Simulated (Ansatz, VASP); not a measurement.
## KBr: VASP beside Ansatz

```
K Br
1.0
     0.00000    3.12787    3.21019
     3.12787    0.00000    3.21019
     3.12787    3.12787    0.00000
K Br
1 1
Direct
  0.00000 0.00000 0.00000
  0.50000 0.50000 0.50000
```

Change from the starting cell: strain -0.050 along x and y, -0.025 along z, atoms carried along.

Alike in both runs: task single point; functional PBE; k mesh 6 × 6 × 6; occupations gaussian, width 0.05 eV; no spin polarisation.

|  | VASP | Ansatz |
| --- | --- | --- |
| version | VASP 6.6.1 | Ansatz 0.2.0 |
| potentials or method | VASP PAW PBE potentials, release 64 (K_sv, Br), cutoff 520 eV | scalar-relativistic, plane waves, PAW |
| valence electrons in the cell | 16 | 16 |

VASP gave:

- gap on the k mesh at the Fermi level (eV): 4.81
- least direct gap on the mesh (eV): 4.81
- pressure (GPa): 3.9
- traceless stress, the component that is largest in VASP (GPa): -1.06

Problem. What did Ansatz give for the same quantities?

Solution. gap on the k mesh at the Fermi level (eV): 4.82; least direct gap on the mesh (eV): 4.82; pressure (GPa): 3.9; traceless stress, the component that is largest in VASP (GPa): -1.04.

The functional is the same, so the differences come from potentials, cutoffs and numerics.
